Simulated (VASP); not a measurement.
# Zr4Ag in VASP: notebook

The runs below take Zr4Ag through single point, relaxation of cell and atoms, with PBE.

Program: VASP 6.6.1. These are calculated values, not measurements. Logs are shortened: lines on timing, memory, paths and dates and some standing lists are left out, and cuts for length are marked.

## 1. The cell of the first run

The structure is hexagonal, space group P-6m2 (No. 187). Conventional cell: a = 5.847 Å, b = 5.847 Å, c = 5.216 Å, α = 90.00°, β = 90.00°, γ = 120.00°. Zr (site symmetry mm2) has 6 Zr at 2.90 to 2.95 Å and 4 Ag at 3.92 Å within 4.0 Å. Zr (site symmetry -6m2) has 2 Ag at 2.61 Å and 6 Zr at 2.92 Å within 3.4 Å. Ag (site symmetry -6m2) has 2 Zr at 2.61 Å within 3.4 Å.

The cell was built from a structure type or drawn by symmetry, and may not be a known phase.

## 2. Single point, PBE

Contents of INCAR:

```
  PREC = Accurate
  ENCUT = 520
  EDIFF = 1E-6
  ISMEAR = 0
  SIGMA = 0.2
  LREAL = F
  LASPH = T
  NELM = 100
  ALGO = Normal
  ISIF = 2
  LWAVE = F
  LCHARG = T
  GGA = PE
  LELF = T
  LVHAR = T
  NBANDS = 38
```

Contents of KPOINTS:

```
regular mesh
0
Gamma
  4 4 4
```

Contents of POSCAR:

```
Zr4Ag
1.0
    5.8471199007      0.0000000000      0.0000000000
   -2.9235599503      5.0637543729      0.0000000000
    0.0000000000      0.0000000000      5.2163121645
Zr Ag
4 1
Direct
    0.8347669095      0.1652330905      0.0000000000
    0.8347669095      0.6695338190      0.0000000000
    0.3304661810      0.1652330905      0.0000000000
    0.3333333333      0.6666666667      0.0000000000
    0.3333333333      0.6666666667      0.5000000000
```

Potentials or basis: VASP PAW PBE potentials, release 64 (Zr_sv, Ag).

The run is started by

```
cat potpaw_PBE.64/Zr_sv/POTCAR potpaw_PBE.64/Ag/POTCAR > POTCAR
mpirun -np 1 vasp_std > vasp.out
```

OUTCAR:

```text
PREC = Accurate
   ENCUT = 520
   EDIFF = 1E-6
   ISMEAR = 0
   LREAL = F
   LASPH = T
   NELM = 100
   ISIF = 2
   GGA = PE

 ion  position               nearest neighbor table
   1  0.835  0.165  0.000-   2 2.90   3 2.90   4 2.92   4 2.92   2 2.95   3 2.95
   2  0.835  0.670  0.000-   1 2.90   3 2.90   4 2.92   4 2.92   1 2.95   3 2.95
   3  0.330  0.165  0.000-   2 2.90   1 2.90   4 2.92   4 2.92   2 2.95   1 2.95
   4  0.333  0.667  0.000-   5 2.61   5 2.61   3 2.92   2 2.92   1 2.92   1 2.92   3 2.92   2 2.92

   5  0.333  0.667  0.500-   4 2.61   4 2.61

  LATTYP: Found a hexagonal cell.
 ALAT       =     5.8471199007
 C/A-ratio  =     0.8921165040

  Lattice vectors:

 A1 = (   5.8471199007,   0.0000000000,   0.0000000000)
 A2 = (  -2.9235599503,   5.0637543729,   0.0000000000)
 A3 = (   0.0000000000,   0.0000000000,   5.2163121645)

Analysis of symmetry for initial positions (statically):
=====================================================================
 Subroutine PRICEL returns:
 Original cell was already a primitive cell.

 Routine SETGRP: Setting up the symmetry group for a
 hexagonal supercell.

 Subroutine GETGRP returns: Found 12 space group operations
 (whereof 12 operations were pure point group operations)
 out of a pool of 24 trial point group operations.

The static configuration has the point symmetry D_3h.

Analysis of symmetry for dynamics (positions and initial velocities):
=====================================================================
 Subroutine PRICEL returns:
 Original cell was already a primitive cell.

 Routine SETGRP: Setting up the symmetry group for a
 hexagonal supercell.

 Subroutine GETGRP returns: Found 12 space group operations
 (whereof 12 operations were pure point group operations)
 out of a pool of 24 trial point group operations.

The dynamic configuration has the point symmetry D_3h.

 Subroutine INISYM returns: Found 12 space group operations
 (whereof 12 operations are pure point group operations),
 and found     1 'primitive' translations

----------------------------------------------------------------------------------------

                                     Primitive cell

  volume of cell :     154.4465

  direct lattice vectors                    reciprocal lattice vectors
     5.847119901  0.000000000  0.000000000     0.171024370  0.098740966  0.000000000
    -2.923559950  5.063754373  0.000000000     0.000000000  0.197481933  0.000000000
     0.000000000  0.000000000  5.216312164     0.000000000  0.000000000  0.191706318

  length of vectors
     5.847119901  5.847119901  5.216312164     0.197481933  0.197481933  0.191706318

  position of ions in fractional coordinates (direct lattice)
     0.834766909  0.165233091  0.000000000
     0.834766909  0.669533819  0.000000000
     0.330466181  0.165233091  0.000000000
     0.333333333  0.666666667  0.000000000
     0.333333333  0.666666667  0.500000000

  ion indices of the primitive-cell ions
   primitive index   ion index
                 1           1
                 2           2
                 3           3
                 4           4
                 5           5

----------------------------------------------------------------------------------------

 KPOINTS: regular mesh

Automatic generation of k-mesh.
 Grid dimensions read from file:
 generate k-points for:    4    4    4

 Generating k-lattice:

  Cartesian coordinates                     Fractional coordinates (reciprocal lattice)
     0.042756093  0.024685242  0.000000000     0.250000000  0.000000000  0.000000000
     0.000000000  0.049370483  0.000000000     0.000000000  0.250000000  0.000000000
     0.000000000  0.000000000  0.047926580     0.000000000  0.000000000  0.250000000

  Length of vectors
     0.049370483  0.049370483  0.047926580

  Shift w.r.t. Gamma in fractional coordinates (k-lattice)
     0.000000000  0.000000000  0.000000000

 Subroutine IBZKPT returns following result:
 ===========================================

 Found     12 irreducible k-points:

 Following reciprocal coordinates:
            Coordinates               Weight
  0.000000  0.000000  0.000000      1.000000
  0.250000  0.000000  0.000000      6.000000
  0.500000  0.000000  0.000000      3.000000
  0.250000  0.250000  0.000000      6.000000
  0.000000  0.000000  0.250000      2.000000
  0.250000  0.000000  0.250000     12.000000
  0.500000  0.000000  0.250000      6.000000
  0.250000  0.250000  0.250000     12.000000
  0.000000  0.000000  0.500000      1.000000
  0.250000  0.000000  0.500000      6.000000
  0.500000  0.000000  0.500000      3.000000
  0.250000  0.250000  0.500000      6.000000
   k-points           NKPTS =     12   k-points in BZ     NKDIM =     12   number of bands    NBANDS=     38
   number of dos      NEDOS =    301   number of ions     NIONS =      5
   total plane-waves  NPLWV =  92160
   dimension x,y,z NGX =    48 NGY =   48 NGZ =   40
   dimension x,y,z NGXF=    96 NGYF=   96 NGZF=   80
   ions per type =               4   1
   NGX,Y,Z   is equivalent  to a cutoff of  13.65, 13.65, 12.75 a.u.
   NGXF,Y,Z  is equivalent  to a cutoff of  27.29, 27.29, 25.50 a.u.
 SYSTEM =  unknown system
   PREC   = accura    normal or accurate (medium, high low for compatibility)
   ISTART =      0    job   : 0-new  1-cont  2-samecut
   ICHARG =      2    charge: 1-file 2-atom 10-const
   ISPIN  =      1    spin polarized calculation?
   LNONCOLLINEAR =      F non collinear calculations
   LSORBIT =      F    spin-orbit coupling
   LASPH  =      T    aspherical Exc in radial PAW
   ENCUT  =  520.0 eV  38.22 Ry    6.18 a.u.  10.87 10.87  9.70*2*pi/ulx,y,z
   NELM   =    100;   NELMIN=  2; NELMDL= -5     # of ELM steps
   EDIFF  = 0.1E-05   stopping-criterion for ELM
   LREAL  =      F    real-space projection
   EDIFFG = 0.1E-04   stopping-criterion for IOM
   NSW    =      0    number of steps for IOM
   IBRION =     -1    ionic relax: 0-MD 1-quasi-New 2-CG
   NFREE  =      0    steps in history (QN), initial steepest desc. (CG)
   ISIF   =      2    stress and relaxation
   ISYM   =      2    0-nonsym 1-usesym 2-fastsym
   POTIM  = 0.5000    time-step for ionic-motion
   TEBEG  =    0.0;   TEEND  =   0.0 temperature during run
   PSTRESS=    0.0 pullay stress
   NELECT =      59.0000    total number of electrons
   NUPDOWN=      -1.0000    fix difference up-down
   EMIN   =  10.00;   EMAX   =-10.00  energy-range for DOS
   EFERMI =   0.00;   METHOD = LEGACY
   ISMEAR =     0;   SIGMA  =   0.20  broadening in eV -4-tet -1-fermi 0-gaus
   EFERMI_NEDOS =   21; number of points for ismear=-14 and -15
   IALGO  =     38    algorithm
   IMIX   =      4    mixing-type and parameters
     AMIX     =   0.40;   BMIX     =  1.00
     AMIX_MAG =   1.60;   BMIX_MAG =  1.00
  volume/ion in A,a.u.               =      30.89       208.45
  Fermi-wavevector in a.u.,A,eV,Ry     =   1.187862  2.244734 19.198050  1.411017
  Thomas-Fermi vector in A             =   2.324004
   LORBIT       =      0    0 simple, 1 ext, 2 COOP (PROOUT), +10 PAW based schemes
   GGA     = PE    functional components
   LHFCALC =     F    Hartree Fock is set to
   AEXX    =    0.0000 exact exchange contribution
   IVDW    =     0    specifies the selected vdW correction
   LEPSILON=     F    determine dielectric tensor
   LRPA    =     F    only Hartree local field effects (RPA)
 non-spin polarized calculation
 Gauss-broadening in eV      SIGMA  =   0.20
  energy-cutoff  :      520.00
  volume of cell :      154.45
 maximum number of plane-waves:      4176
 NGX is ok and might be reduce to    48
   NGX = 21   NGY = 21   NGZ = 19

 number of electron      59.0000005 magnetization

 Free energy of the ion-electron system (eV)
  ---------------------------------------------------
  ext. energy  EPLUGINS =         0.00000000
  ---------------------------------------------------
  free energy    TOTEN  =       -31.07115942 eV

  energy without entropy =      -30.94467324  energy(sigma->0) =      -31.00791633

 E-fermi :   5.1065     XC(G=0):  -9.2644

 val. band max:        5.0977001309   @ k =   0.2500   0.2500   0.2500
 cond. band min:       5.1191477926   @ k =   0.5000   0.0000   0.2500
 fundamental gap:      0.0214476617
 Fermi energy:         5.1064734159

 k-point     1 :       0.0000    0.0000    0.0000
  band No.  band energies     occupation
      1     -43.7157      2.00000
      2     -43.4895      2.00000
      3     -43.4895      2.00000
      4     -43.1868      2.00000
      5     -22.4674      2.00000
      6     -22.3875      2.00000
[... 30 lines left out ...]
     37       7.1519      0.00000
     38       8.0703      0.00000

 k-point     2 :       0.2500    0.0000    0.0000
  band No.  band energies     occupation
      1     -43.6830      2.00000
      2     -43.5168      2.00000
      3     -43.4897      2.00000
      4     -43.1945      2.00000
      5     -22.3368      2.00000
      6     -22.2608      2.00000
[... 30 lines left out ...]
     37       7.4025      0.00000
     38       7.5969      0.00000

 k-point     3 :       0.5000    0.0000    0.0000
  band No.  band energies     occupation
      1     -43.6259      2.00000
      2     -43.5687      2.00000
      3     -43.4898      2.00000
      4     -43.2018      2.00000
      5     -22.1816      2.00000
      6     -22.0674      2.00000
[... 30 lines left out ...]
     37       6.7762      0.00000
     38       6.8667      0.00000

 k-point     4 :       0.2500    0.2500    0.0000
  band No.  band energies     occupation
      1     -43.6311      2.00000
      2     -43.5566      2.00000
      3     -43.4973      2.00000
      4     -43.2013      2.00000
      5     -22.1537      2.00000
      6     -21.9776      2.00000
[... 30 lines left out ...]
     37       6.4122      0.00000
     38       7.3444      0.00000
[... 211 lines left out ...]
      4     -43.1925      2.00000
      5     -22.3367      2.00000
      6     -22.2611      2.00000
[... 30 lines left out ...]
     37       7.7011      0.00000
     38       7.7156      0.00000

 k-point    11 :       0.5000    0.0000    0.5000
  band No.  band energies     occupation
      1     -43.6259      2.00000
      2     -43.5686      2.00000
      3     -43.4898      2.00000
      4     -43.1998      2.00000
      5     -22.1814      2.00000
      6     -22.0678      2.00000
[... 30 lines left out ...]
     37       6.8098      0.00000
     38       7.3554      0.00000

 k-point    12 :       0.2500    0.2500    0.5000
  band No.  band energies     occupation
      1     -43.6310      2.00000
      2     -43.5566      2.00000
      3     -43.4973      2.00000
      4     -43.1993      2.00000
      5     -22.1537      2.00000
      6     -21.9776      2.00000
[... 30 lines left out ...]
     37       7.0760      0.00000
     38       7.5693      0.00000

------------------------ aborting loop because EDIFF is reached ----------------------------------------

  FORCE on cell =-STRESS in cart. coord.  units (eV):
  Direction    XX          YY          ZZ          XY          YZ          ZX
  --------------------------------------------------------------------------------------
  -------------------------------------------------------------------------------------
  Total        0.0308066      0.0308066      0.0362940      0.0000000      0.0000000      0.0000000
  in kB        0.3195777      0.3195777      0.3765017      0.0000000      0.0000000      0.0000000
  external PRESSURE =       0.3385523 kB  Pullay stress =       0.0000000 kB

 VOLUME and BASIS-vectors are now :
 -----------------------------------------------------------------------------
  energy-cutoff  :      520.00
  volume of cell :      154.45
      direct lattice vectors                 reciprocal lattice vectors
     5.847119901  0.000000000  0.000000000     0.171024370  0.098740966  0.000000000
    -2.923559950  5.063754373  0.000000000     0.000000000  0.197481933  0.000000000
     0.000000000  0.000000000  5.216312164     0.000000000  0.000000000  0.191706318

 POSITION                                       TOTAL-FORCE (eV/Angst)
 -----------------------------------------------------------------------------------
      4.39791      0.83670      0.00000        -0.000749      0.000432      0.000000
      2.92356      3.39035      0.00000        -0.000000     -0.000864     -0.000000
      1.44921      0.83670      0.00000         0.000749      0.000432      0.000000
     -0.00000      3.37584      0.00000         0.000000     -0.000000      0.000000
     -0.00000      3.37584      2.60816         0.000000     -0.000000      0.000000
 -----------------------------------------------------------------------------------
    total drift:                                0.000001     -0.000000      0.000000

  FREE ENERGIE OF THE ION-ELECTRON SYSTEM (eV)
  ---------------------------------------------------
  free  energy   TOTEN  =       -31.0711594176 eV

  energy  without entropy=      -30.9446732405  energy(sigma->0) =      -31.00791633
```

Wall time 2.4 min (1 thread of Intel Xeon 8259CL, shared host); peak memory 0.31 GiB.

Results:

```yaml
Free_energy: -31.0712 eV
Pressure: 0.0 GPa
Band_gap_on_the_k_mesh: zero (an odd number of electrons rules out a gap without spin polarisation)
```

## 3. Relaxation of cell and atoms, PBE

This run uses another cell than the first one, of 17.76 Å³/atom.

Contents of INCAR:

```
ALGO = Normal ; EDIFF = 1E-6
EDIFFG = -0.08 ; ENCUT = 600
GGA = PE ; IBRION = 2
ISIF = 3 ; ISMEAR = 0
LASPH = T ; LCHARG = F
LREAL = F ; LWAVE = F
NELM = 80 ; NSW = 36
PREC = Accurate ; SIGMA = 0.2
```

Contents of KPOINTS:

```
k-points
0
Gamma
  4 4 3
```

Contents of POSCAR:

```
Zr4Ag
1.0
    4.5296877000      0.0000000000      0.0000000000
   -2.2648438500      3.9228246200      0.0000000000
    0.0000000000      0.0000000000      4.9963952400
Zr Ag
4 1
Direct
    0.0000000000      0.0000000000      0.0000000000
    0.5222418100      0.0000000000      0.5000000000
    0.0000000000      0.5222418100      0.5000000000
    0.4777581900      0.4777581900      0.5000000000
    0.0000000000      0.0000000000      0.5000000000
```

Potentials or basis: VASP PAW PBE potentials, release 64 (Zr_sv, Ag).

The run is started by

```
cat potpaw_PBE.64/Zr_sv/POTCAR potpaw_PBE.64/Ag/POTCAR > POTCAR
mpirun -np 1 vasp_std > vasp.out
```

OUTCAR:

```text
EDIFF = 1E-6
   EDIFFG = -0.08
   ENCUT = 600
   GGA = PE
   IBRION = 2
   ISIF = 3
   ISMEAR = 0
   LASPH = T
   LREAL = F
   NELM = 80
   NSW = 36
   PREC = Accurate

 ion  position               nearest neighbor table
   1  0.000  0.000  0.000-   5 2.50   5 2.50   2 3.31   2 3.31   4 3.31   3 3.31   4 3.31   3 3.31
                             2 3.44   2 3.44   3 3.44   3 3.44   4 3.44   4 3.44
   2  0.522  0.000  0.500-   5 2.16   4 2.27   3 2.27   4 2.27   3 2.27   5 2.37   1 3.31   1 3.31
                             1 3.44   1 3.44   4 3.75   3 3.75
   3  0.000  0.522  0.500-   5 2.16   4 2.27   4 2.27   2 2.27   2 2.27   5 2.37   1 3.31   1 3.31
                             1 3.44   1 3.44   2 3.75   4 3.75
   4  0.478  0.478  0.500-   5 2.16   3 2.27   3 2.27   2 2.27   2 2.27   5 2.37   1 3.31   1 3.31
                             1 3.44   1 3.44   2 3.75   3 3.75
   5  0.000  0.000  0.500-   2 2.16   3 2.16   4 2.16   2 2.37   3 2.37   4 2.37   1 2.50   1 2.50

[... 906 lines left out ...]
  ---------------------------------------------------
  free  energy   TOTEN  =       -30.1303462203 eV

  energy  without entropy=      -29.9143415594  energy(sigma->0) =      -30.02234389

[... ionic steps 4 to 9 ...]

--------------------------------------- Ionic step       10  -------------------------------------------

 number of electron      59.0000006 magnetization

------------------------ aborting loop because EDIFF is reached ----------------------------------------
[... 73 lines left out ...]
--------------------------------------- Ionic step       12  -------------------------------------------

 number of electron      59.0000008 magnetization

 Free energy of the ion-electron system (eV)
  ---------------------------------------------------
  ext. energy  EPLUGINS =         0.00000000
  ---------------------------------------------------
  free energy    TOTEN  =       -31.41481714 eV

  energy without entropy =      -31.25624632  energy(sigma->0) =      -31.33553173

 E-fermi :   5.9201     XC(G=0):  -9.5849

 val. band max:        5.9091842213   @ k =   0.2500  -0.0000   0.3333
 cond. band min:       5.9317709659   @ k =   0.0000   0.0000   0.3333
 fundamental gap:      0.0225867446
 Fermi energy:         5.9201109844
[... 334 lines left out ...]
  FREE ENERGIE OF THE ION-ELECTRON SYSTEM (eV)
  ---------------------------------------------------
  free  energy   TOTEN  =       -31.4148171433 eV

  energy  without entropy=      -31.2562463224  energy(sigma->0) =      -31.33553173

 reached required accuracy - stopping structural energy minimisation
```

CONTCAR:

```text
Zr4Ag
   1.00000000000000
     5.7916715391748443   -0.0000000000000000   -0.0000000000000000
    -2.8958357695874222    5.0157346843938413   -0.0000000000000000
    -0.0000000000000000    0.0000000000000000    5.1181648512852016
  Zr              Ag
     4     1
Direct
     0.0000000000000000    0.0000000000000000    0.0000000000000000
     0.5024334656702557    0.0000000000000000    0.5000000000000000
     0.9999999999992776    0.5024334656688102    0.5000000000000000
     0.4975665343304671    0.4975665343311896    0.5000000000000000
     0.0000000000000000    0.0000000000000000    0.5000000000000000

  0.00000000E+00  0.00000000E+00  0.00000000E+00
  0.00000000E+00  0.00000000E+00  0.00000000E+00
  0.00000000E+00  0.00000000E+00  0.00000000E+00
  0.00000000E+00  0.00000000E+00  0.00000000E+00
  0.00000000E+00  0.00000000E+00  0.00000000E+00
```

It took 12 min on 1 thread of Intel Xeon 8259CL, shared host; peak memory 0.24 GiB.

What came out:

- Free energy: -31.4148 eV
- Relaxed volume: 29.74 Å³/atom
- Relaxed cell: a = 5.792 Å, b = 5.792 Å, c = 5.118 Å, α = 90.00°, β = 90.00°, γ = 120.00°
- Space group after relaxing (to 0.1 Å): P6/mmm (No. 191)
- Energy gained by relaxing: 3715.9 meV/atom
- Ionic steps: 12
- Pressure after relaxing: -0.1 GPa
- Largest force after relaxing: 0.064 eV/Å
- Band gap on the k mesh: zero (an odd number of electrons rules out a gap without spin polarisation)

Forces on the atoms (eV/Å):
```
Zr   0.000  0.000  0.000
Zr  -0.064  0.000  0.000
Zr   0.032 -0.056  0.000
Zr   0.032  0.056  0.000
Ag   0.000  0.000  0.000
```

Step by step:
```
step  energy change (eV)  largest force (eV/Å)  pressure (GPa)  volume (Å³)
   1              0.0000                2.7046          122.04        88.78
   2             -1.0568                0.0271          -15.66       376.16
   3            -17.2951                0.0168           -9.22       184.23
   4            -18.0661                0.0454           -6.78       170.25
   5            -18.4771                0.1461            1.51       147.60
   6            -18.5153                0.1126           -1.24       153.22
   7            -18.5163                0.1208           -0.56       151.73
   8            -18.5710                0.1069            0.15       148.80
   9            -18.5762                0.1014            0.46       147.68
  10            -18.5780                0.0760           -0.35       149.28
  11            -18.5786                0.0840           -0.09       148.75
  12            -18.5796                0.0644           -0.07       148.68
```

Final structure:
```yaml
crystal:
  lattice:
    - [5.79167, 0.00000, 0.00000]
    - [-2.89584, 5.01573, 0.00000]
    - [0.00000, 0.00000, 5.11816]
  atoms:
    - { symbol: Zr, position: [0.00000, 0.00000, 0.00000] }
    - { symbol: Zr, position: [0.50243, 0.00000, 0.50000] }
    - { symbol: Zr, position: [0.00000, 0.50243, 0.50000] }
    - { symbol: Zr, position: [0.49757, 0.49757, 0.50000] }
    - { symbol: Ag, position: [0.00000, 0.00000, 0.50000] }
```

Caveat: the k points lie up to 0.41 Å⁻¹ apart in the final cell, too coarse for converged energies and pressures of a metal; the volume moved by over 15 % at a fixed basis, so the end points are rough; the relaxation stopped at a loose force limit of 0.08 eV/Å, so its end isn't a converged minimum.
